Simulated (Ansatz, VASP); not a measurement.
# KF in VASP and in Ansatz

The input INCAR:

```
PREC = Accurate
ENCUT = 520
EDIFF = 1E-8
ISMEAR = -1
SIGMA = 0.05
LREAL = F
LASPH = T
NELM = 120
ALGO = Normal
ISIF = 2
LWAVE = F
LCHARG = F
GGA = PE
LEFG = T
NBANDS = 15
GGA_COMPAT = F
```

Contents of KPOINTS:

```
regular mesh
0
Gamma
  11 11 11
```

POSCAR

```
KF
1.0
    0.0000000000      2.9345970518      2.9345970518
    2.9345970518      0.0000000000      2.9345970518
    2.9345970518      2.9345970518      0.0000000000
K F
1 1
Direct
    0.0000000000      0.0000000000      0.0000000000
    0.2500000000      0.2500000000      0.2500000000
```

Input for Ansatz:

```yaml
crystal:
  lattice:
    - [0.0, 2.9345970518, 2.9345970518]
    - [2.9345970518, 0.0, 2.9345970518]
    - [2.9345970518, 2.9345970518, 0.0]
  atoms:
    - { symbol: K, position: [0.0, 0.0, 0.0] }
    - { symbol: F, position: [0.25, 0.25, 0.25] }
kpoints:
  mp_grid: { grid: [11, 11, 11] }
scf:
  occupations: { method: fermi_dirac, width: 0.05 }
hamiltonian:
  xc: pbe
  pseudopotentials: { kind: paw }
output:
  forces: true
  stress: true
  eigenvalues: true
  efg: { contact_densities: true }
```

Change from the starting cell: volume scaled by 0.96, PAW files.

Alike in both runs: task electric field gradients; functional PBE; k mesh 11 × 11 × 11; occupations fermi-dirac, width 0.05 eV; no spin polarisation.

|  | VASP | Ansatz |
| --- | --- | --- |
| version | VASP 6.6.1 | Ansatz 0.2.0 |
| potentials or method | VASP PAW PBE potentials, release 64 (K_sv, F) | PAW with Ansatz's default frozen-core files, scalar-relativistic |
| plane-wave cutoff (eV) | 520 | 420 |
| valence electrons in the cell | 16 | 16 |

Ansatz gave:

| Item | Value |
| --- | --- |
| gap on the k mesh at the Fermi level (eV) | 5.18 |
| pressure (GPa) | 0.9 |

**Question.** Which values does VASP return?

**Answer.** gap on the k mesh at the Fermi level (eV): 5.17; pressure (GPa): 1.0.
